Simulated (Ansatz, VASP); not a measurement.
**Two plane-wave programs on WSe**

File INCAR:

```
PREC = Accurate
ENCUT = 600
EDIFF = 1E-7
ISMEAR = 0
SIGMA = 0.1
LREAL = F
LASPH = T
NELM = 100
ALGO = Normal
ISIF = 3
LWAVE = F
LCHARG = F
GGA = PE
IBRION = 2
NSW = 100
EDIFFG = -0.01
```

Contents of KPOINTS:

```
regular mesh
0
Gamma
  18 18 6
```

File POSCAR:

```
WSe
1.0
    3.1611935885      0.0000000000      0.0000000000
   -1.5805967942      2.7376739539      0.0000000000
    0.0000000000      0.0000000000      7.6608664315
W Se
2 2
Direct
    0.0000000000      0.0000000000      0.0000000000
    0.0000000000      0.0000000000      0.5000000000
    0.3333333333      0.6666666667      0.2500000000
    0.6666666667      0.3333333333      0.7500000000
```

Input for Ansatz:

```yaml
crystal:
  lattice:
    - [3.1611937297, 0.0, 0.0]
    - [-1.5805968648, 2.7376740762, 0.0]
    - [0.0, 0.0, 7.6608664225]
  atoms:
    - { symbol: W, position: [0.0, 0.0, 0.0] }
    - { symbol: W, position: [0.0, 0.0, 0.5] }
    - { symbol: Se, position: [0.3333333333, 0.6666666667, 0.25] }
    - { symbol: Se, position: [0.6666666667, 0.3333333333, 0.75] }
basis:
  ecutwfc: 420
kpoints:
  mp_grid: { grid: [18, 18, 6] }
hamiltonian:
  xc: pbe
scf:
  occupations: { method: gaussian, width: 0.1 }
output:
  forces: true
  stress: true
  eigenvalues: true
  write_density: true
  write_potential: true
  elf: true
  volumetric_format: npy
relax:
  adjacent_minimum: "off"
  f_tol: 0.01
  max_steps: 80
  cell: { stress_tol: 0.05 }
```

Alike in both runs: task relaxation of cell and atoms; functional PBE; k mesh 18 × 18 × 6; occupations gaussian, width 0.1 eV; no spin polarisation.

|  | VASP | Ansatz |
| --- | --- | --- |
| version | VASP 6.6.1 | Ansatz 0.2.0 |
| potentials or method | VASP PAW PBE potentials, release 64 (W_sv, Se), cutoff 600 eV | scalar-relativistic, plane waves, PAW |
| valence electrons in the cell | 40 | 60 |

|  | VASP | Ansatz | Ansatz less VASP |
| --- | --- | --- | --- |
| gap on the k mesh at the Fermi level, each at its own relaxed structure (eV) | none | none | - |
| relaxed volume (Å³/atom) | 16.56 | 16.52 | -0.037 |
| relaxed cell length with the largest relative difference (Å) | 7.722 | 7.709 | -0.0130 |

A gap of «none» marks a metal or a gap that the smearing closes. VASP's potentials hold 40 valence electrons a cell and Ansatz's 60, so a difference there can come from the potentials and not from the codes.

Neither program's run includes spin-orbit coupling.
